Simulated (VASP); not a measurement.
# MgO (Pm) in VASP: single point with r2SCAN

Aim: the single point of MgO with r2SCAN.

All numbers are computed with VASP 6.6.1; they aren't measurements. Logs are shortened: lines on timing, memory, paths and dates and some standing lists are left out, and cuts for length are marked.

## (1) The cell of the first run

It takes space group Pm (No. 6, monoclinic). Conventional cell: a = 3.484 Å, b = 4.186 Å, c = 3.484 Å, α = 90.00°, β = 120.00°, γ = 90.00°. Within 2.7 Å of Mg (site symmetry m) lie 5 O at 2.01 to 2.10 Å. Within 2.6 Å of Mg (site symmetry m) lie 5 O at 1.94 to 2.11 Å. Within 2.6 Å of O (site symmetry m) lie 5 Mg at 1.94 to 2.11 Å. Within 2.7 Å of O (site symmetry m) lie 5 Mg at 2.01 to 2.09 Å.

## (2) Single point, r2SCAN (atom 3 (O) moved +0.100 Å along Cartesian [1 -1 0])

Input file POSCAR:

```
MgO
1.0
    3.4841042127      0.0000000000      0.0000000000
   -1.7420521064      3.0173227576      0.0000000000
    0.0000000000      0.0000000000      4.1856875957
Mg O
2 2
Direct
    0.6666666667      0.3333333333      0.7500000000
    0.3333333333      0.6666666667      0.2500000000
    0.6752444380      0.3098984264      0.2500000000
    0.3333333333      0.6666666667      0.7500000000
```

Input file INCAR.step1:

```
SYSTEM = MgO
ALGO = Normal ; EDIFF = 1E-4
ENCUT = 520 ; GGA = PE
ISMEAR = 0 ; LASPH = .True.
LCHARG = .False. ; LREAL = .False.
LWAVE = .True. ; NBANDS = 16
NELM = 100 ; PREC = Accurate
SIGMA = 0.05
```

Input file INCAR.step2:

```
SYSTEM = MgO
ALGO = Normal ; EDIFF = 1E-7
ENCUT = 520 ; ISIF = 2
ISMEAR = 0 ; ISTART = 1
LASPH = .True. ; LCHARG = .False.
LMIXTAU = .True. ; LREAL = .False.
LWAVE = .False. ; METAGGA = R2SCAN
NBANDS = 16 ; NELM = 100
PREC = Accurate ; SIGMA = 0.05
```

Input file KPOINTS:

```
k-points
0
Gamma
  6 6 6
  0 0 0
```

Potentials or basis: VASP PAW PBE potentials, release 64 (Mg, O).

The run is started by

```bash
$ cat potpaw_PBE.64/Mg/POTCAR potpaw_PBE.64/O/POTCAR > POTCAR
$ cp INCAR.step1 INCAR
$ mpirun -np 1 vasp_std > vasp.out
$ cp INCAR.step2 INCAR
$ mpirun -np 1 vasp_std > vasp.out
```

OUTCAR:

```text
SYSTEM = MgO
   EDIFF = 1E-7
   ENCUT = 520
   ISIF = 2
   ISMEAR = 0
   ISTART = 1
   LASPH = .True.
   LREAL = .False.
   METAGGA = R2SCAN
   NELM = 100
   PREC = Accurate

 ion  position               nearest neighbor table
   1  0.667  0.333  0.750-   4 2.01   4 2.01   4 2.01   3 2.10   3 2.10   2 2.90   2 2.90   2 2.90
                             2 2.90   2 2.90   2 2.90
   2  0.333  0.667  0.250-   3 1.94   3 1.99   4 2.09   4 2.09   3 2.11   1 2.90   1 2.90   1 2.90
                             1 2.90   1 2.90   1 2.90
   3  0.675  0.310  0.250-   2 1.94   2 1.99   1 2.10   1 2.10   2 2.11
   4  0.333  0.667  0.750-   1 2.01   1 2.01   1 2.01   2 2.09   2 2.09

  LATTYP: Found a hexagonal cell.
 ALAT       =     3.4841042127
 C/A-ratio  =     1.2013669340

  Lattice vectors:

 A1 = (   3.4841042127,   0.0000000000,   0.0000000000)
 A2 = (  -1.7420521064,   3.0173227576,   0.0000000000)
 A3 = (   0.0000000000,   0.0000000000,   4.1856875957)

Analysis of symmetry for initial positions (statically):
=====================================================================
 Subroutine PRICEL returns:
 Original cell was already a primitive cell.

 Routine SETGRP: Setting up the symmetry group for a
 hexagonal supercell.

 Subroutine GETGRP returns: Found  2 space group operations
 (whereof  1 operations were pure point group operations)
 out of a pool of 24 trial point group operations.

The static configuration has the point symmetry C_1 .
 The point group associated with its full space group is C_1h.

Analysis of symmetry for dynamics (positions and initial velocities):
=====================================================================
 Subroutine PRICEL returns:
 Original cell was already a primitive cell.

 Routine SETGRP: Setting up the symmetry group for a
 hexagonal supercell.

 Subroutine GETGRP returns: Found  2 space group operations
 (whereof  1 operations were pure point group operations)
 out of a pool of 24 trial point group operations.

The dynamic configuration has the point symmetry C_1 .
 The point group associated with its full space group is C_1h.

 Subroutine INISYM returns: Found  2 space group operations
 (whereof  1 operations are pure point group operations),
 and found     1 'primitive' translations

----------------------------------------------------------------------------------------

                                     Primitive cell

  volume of cell :      44.0027

  direct lattice vectors                    reciprocal lattice vectors
     3.484104213  0.000000000  0.000000000     0.287017821  0.165709816  0.000000000
    -1.742052106  3.017322758  0.000000000     0.000000000  0.331419633  0.000000000
     0.000000000  0.000000000  4.185687596     0.000000000  0.000000000  0.238909373

  length of vectors
     3.484104213  3.484104213  4.185687596     0.331419633  0.331419633  0.238909373

  position of ions in fractional coordinates (direct lattice)
     0.666666667  0.333333333  0.750000000
     0.333333333  0.666666667  0.250000000
     0.675244438  0.309898426  0.250000000
     0.333333333  0.666666667  0.750000000

  ion indices of the primitive-cell ions
   primitive index   ion index
                 1           1
                 2           2
                 3           3
                 4           4

----------------------------------------------------------------------------------------

 KPOINTS: k-points

Automatic generation of k-mesh.
 Grid dimensions read from file:
 generate k-points for:    6    6    6

 Generating k-lattice:

  Cartesian coordinates                     Fractional coordinates (reciprocal lattice)
     0.047836304  0.027618303  0.000000000     0.166666667  0.000000000  0.000000000
     0.000000000  0.055236605  0.000000000     0.000000000  0.166666667  0.000000000
     0.000000000  0.000000000  0.039818229     0.000000000  0.000000000  0.166666667

  Length of vectors
     0.055236605  0.055236605  0.039818229

  Shift w.r.t. Gamma in fractional coordinates (k-lattice)
     0.000000000  0.000000000  0.000000000

 Subroutine IBZKPT returns following result:
 ===========================================

 Found     80 irreducible k-points:

 Following reciprocal coordinates:
            Coordinates               Weight
  0.000000  0.000000  0.000000      1.000000
  0.166667  0.000000  0.000000      2.000000
  0.000000  0.166667  0.000000      2.000000
 -0.166667  0.166667  0.000000      2.000000
  0.333333  0.000000  0.000000      2.000000
  0.000000  0.333333  0.000000      2.000000
[... 16 lines left out ...]
  0.000000  0.166667  0.166667      4.000000
 -0.166667  0.166667  0.166667      4.000000
 [... further k-points ...]
   k-points           NKPTS =     80   k-points in BZ     NKDIM =     80   number of bands    NBANDS=     16
   number of dos      NEDOS =    301   number of ions     NIONS =      4
   total plane-waves  NPLWV =  25088
   dimension x,y,z NGX =    28 NGY =   28 NGZ =   32
   dimension x,y,z NGXF=    56 NGYF=   56 NGZF=   64
   ions per type =               2   2
   NGX,Y,Z   is equivalent  to a cutoff of  13.36, 13.36, 12.71 a.u.
   NGXF,Y,Z  is equivalent  to a cutoff of  26.72, 26.72, 25.42 a.u.
 SYSTEM =  MgO
   PREC   = accura    normal or accurate (medium, high low for compatibility)
   ISTART =      1    job   : 0-new  1-cont  2-samecut
   ICHARG =      0    charge: 1-file 2-atom 10-const
   ISPIN  =      1    spin polarized calculation?
   LNONCOLLINEAR =      F non collinear calculations
   LSORBIT =      F    spin-orbit coupling
   LASPH  =      T    aspherical Exc in radial PAW
   ENCUT  =  520.0 eV  38.22 Ry    6.18 a.u.   6.48  6.48  7.78*2*pi/ulx,y,z
   NELM   =    100;   NELMIN=  2; NELMDL=  0     # of ELM steps
   EDIFF  = 0.1E-06   stopping-criterion for ELM
   LREAL  =      F    real-space projection
   EDIFFG = 0.1E-05   stopping-criterion for IOM
   NSW    =      0    number of steps for IOM
   IBRION =     -1    ionic relax: 0-MD 1-quasi-New 2-CG
   NFREE  =      0    steps in history (QN), initial steepest desc. (CG)
   ISIF   =      2    stress and relaxation
   ISYM   =      2    0-nonsym 1-usesym 2-fastsym
   POTIM  = 0.5000    time-step for ionic-motion
   TEBEG  =    0.0;   TEEND  =   0.0 temperature during run
   PSTRESS=    0.0 pullay stress
   NELECT =      16.0000    total number of electrons
   NUPDOWN=      -1.0000    fix difference up-down
   EMIN   =  10.00;   EMAX   =-10.00  energy-range for DOS
   EFERMI =   0.00;   METHOD = LEGACY
   ISMEAR =     0;   SIGMA  =   0.05  broadening in eV -4-tet -1-fermi 0-gaus
   EFERMI_NEDOS =   21; number of points for ismear=-14 and -15
   IALGO  =     38    algorithm
   IMIX   =      4    mixing-type and parameters
     AMIX     =   0.40;   BMIX     =  1.00
     AMIX_MAG =   1.60;   BMIX_MAG =  1.00
  volume/ion in A,a.u.               =      11.00        74.24
  Fermi-wavevector in a.u.,A,eV,Ry     =   1.168481  2.208109 18.576679  1.365347
  Thomas-Fermi vector in A             =   2.304967
   LORBIT       =      0    0 simple, 1 ext, 2 COOP (PROOUT), +10 PAW based schemes
   METAGGA = R2SCAN    functional components
   LHFCALC =     F    Hartree Fock is set to
   AEXX    =    0.0000 exact exchange contribution
   IVDW    =     0    specifies the selected vdW correction
   LEPSILON=     F    determine dielectric tensor
   LRPA    =     F    only Hartree local field effects (RPA)
 non-spin polarized calculation
 Gauss-broadening in eV      SIGMA  =   0.05
  energy-cutoff  :      520.00
  volume of cell :       44.00
 maximum number of plane-waves:      1204
 NGX is ok and might be reduce to    28
   NGX = 13   NGY = 13   NGZ = 15

 number of electron      15.9999998 magnetization

 Free energy of the ion-electron system (eV)
  ---------------------------------------------------
  ext. energy  EPLUGINS =         0.00000000
  ---------------------------------------------------
  free energy    TOTEN  =       -32.01787281 eV

  energy without entropy =      -32.01787281  energy(sigma->0) =      -32.01787281

 E-fermi :   1.9283     XC(G=0): -10.5595

 val. band max:        1.6041187139   @ k =   0.0000   0.0000   0.0000
 cond. band min:       5.6629557914   @ k =   0.0000   0.0000   0.0000
 fundamental gap:      4.0588370776
 Fermi energy:         1.9282761693

 k-point     1 :       0.0000    0.0000    0.0000
  band No.  band energies     occupation
      1     -16.2976      2.00000
      2     -14.9314      2.00000
      3      -2.0864      2.00000
      4      -0.2727      2.00000
      5      -0.0625      2.00000
      6       0.6978      2.00000
[... 8 lines left out ...]
     15      18.2519      0.00000
     16      18.4392      0.00000

 k-point     2 :       0.1667    0.0000    0.0000
  band No.  band energies     occupation
      1     -16.1664      2.00000
      2     -14.9579      2.00000
      3      -1.8681      2.00000
      4      -0.6372      2.00000
      5      -0.3108      2.00000
      6       0.2482      2.00000
[... 8 lines left out ...]
     15      17.3466      0.00000
     16      17.5425      0.00000

 k-point     3 :       0.0000    0.1667    0.0000
  band No.  band energies     occupation
      1     -16.1641      2.00000
      2     -14.9604      2.00000
      3      -1.8646      2.00000
      4      -0.6320      2.00000
      5      -0.2940      2.00000
      6       0.2462      2.00000
[... 8 lines left out ...]
     15      17.3932      0.00000
     16      17.5163      0.00000

 k-point     4 :      -0.1667    0.1667    0.0000
  band No.  band energies     occupation
      1     -16.1733      2.00000
      2     -14.9508      2.00000
      3      -1.8790      2.00000
      4      -0.6028      2.00000
      5      -0.4369      2.00000
      6       0.2795      2.00000
[... 8 lines left out ...]
     15      17.1446      0.00000
     16      17.8453      0.00000
[... 324 lines left out ...]
 k-point    22 :       0.1667    0.0000    0.1667
  band No.  band energies     occupation
      1     -16.0831      2.00000
      2     -15.0343      2.00000
      3      -1.8598      2.00000
      4      -0.5036      2.00000
      5      -0.2439      2.00000
      6       0.0233      2.00000
[... 8 lines left out ...]
     15      17.2456      0.00000
     16      18.0268      0.00000

 k-point    23 :       0.0000    0.1667    0.1667
  band No.  band energies     occupation
      1     -16.0811      2.00000
      2     -15.0363      2.00000
      3      -1.8618      2.00000
      4      -0.4908      2.00000
      5      -0.2264      2.00000
      6       0.0044      2.00000
[... 8 lines left out ...]
     15      17.1713      0.00000
     16      18.1342      0.00000

 k-point    24 :      -0.1667    0.1667    0.1667
  band No.  band energies     occupation
      1     -16.0894      2.00000
      2     -15.0286      2.00000
      3      -1.8534      2.00000
      4      -0.4966      2.00000
      5      -0.3597      2.00000
      6       0.0874      2.00000
[... 8 lines left out ...]
     15      17.2032      0.00000
     16      18.0316      0.00000

 [... further k-points ...]
[... 5 lines left out ...]
  --------------------------------------------------------------------------------------
  -------------------------------------------------------------------------------------
  Total       -0.6697971      0.6601228     -0.2535747      0.5991225      0.0000000      0.0000000
  in kB      -24.3878845     24.0356349     -9.2328697     21.8145601      0.0000000      0.0000000
  external PRESSURE =      -3.1950398 kB  Pullay stress =       0.0000000 kB

 VOLUME and BASIS-vectors are now :
 -----------------------------------------------------------------------------
  energy-cutoff  :      520.00
  volume of cell :       44.00
      direct lattice vectors                 reciprocal lattice vectors
     3.484104213  0.000000000  0.000000000     0.287017821  0.165709816  0.000000000
    -1.742052106  3.017322758  0.000000000     0.000000000  0.331419633  0.000000000
     0.000000000  0.000000000  4.185687596     0.000000000  0.000000000  0.238909373

 POSITION                                       TOTAL-FORCE (eV/Angst)
 -----------------------------------------------------------------------------------
      1.74205      1.00577      3.13927         0.129250     -0.128717      0.000000
     -0.00000      2.01155      1.04642         0.380956     -0.539176      0.000000
      1.81276      0.93506      1.04642        -0.631196      0.805349      0.000000
     -0.00000      2.01155      3.13927         0.120991     -0.137457      0.000000
 -----------------------------------------------------------------------------------
    total drift:                                0.002031      0.000062      0.000000

  FREE ENERGIE OF THE ION-ELECTRON SYSTEM (eV)
  ---------------------------------------------------
  free  energy   TOTEN  =       -32.0178728075 eV

  energy  without entropy=      -32.0178728075  energy(sigma->0) =      -32.01787281
```

It took 3.3 min on 1 thread of Intel Xeon 8259CL, shared host; peak memory 0.2 GiB.

Results:

- Free energy: -32.0179 eV
- Pressure: -0.3 GPa
- Largest force: 1.023 eV/Å
- Band gap on the k mesh: 4.06 eV

Forces in eV/Å, atoms in the order of the input:
```
Mg   0.129 -0.129  0.000
Mg   0.381 -0.539  0.000
O   -0.631  0.805  0.000
O    0.121 -0.137  0.000
```

Caveat: the cell differs from its parent crystal (atom 3 (O) moved +0.100 Å along Cartesian [1 -1 0]); the PAW data sets were made with another functional, which shifts forces and pressure a little.
